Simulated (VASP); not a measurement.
Here is a VASP 6.6.1 calculation.

Contents of INCAR:

```
SYSTEM = PbSe
ALGO = Normal ; EDIFF = 1E-6
ENCUT = 520 ; GGA = PE
ISIF = 2 ; ISMEAR = -1
LASPH = .True. ; LCHARG = .False.
LREAL = .False. ; LWAVE = .False.
NBANDS = 17 ; NELM = 60
PREC = Accurate ; SIGMA = 0.02
```

File KPOINTS:

```
k-points
0
Gamma
  8 8 8
  0 0 0
```

Contents of POSCAR:

```
PbSe
1.0
    0.0000000000      3.1086758752      3.1086758752
    3.1086758752      0.0000000000      3.1086758752
    3.1086758752      3.1086758752      0.0000000000
Pb Se
1 1
Direct
    0.0000000000      0.0000000000      0.0000000000
    0.5000000000      0.5000000000      0.5000000000
```

Potentials or basis: VASP PAW PBE potentials, release 64 (Pb_d, Se).

The run is started by

```bash
$ cat potpaw_PBE.64/Pb_d/POTCAR potpaw_PBE.64/Se/POTCAR > POTCAR
$ mpirun -np 1 vasp_std > vasp.out
```

Task: Predict the band gap on the k mesh.

Result: 0.44 eV, direct.

Task: Predict the pressure.

Result: 0.0 GPa.

Caveat: spin-orbit coupling is left out, which moves the levels of the heavy elements. A k mesh can miss the band edges.
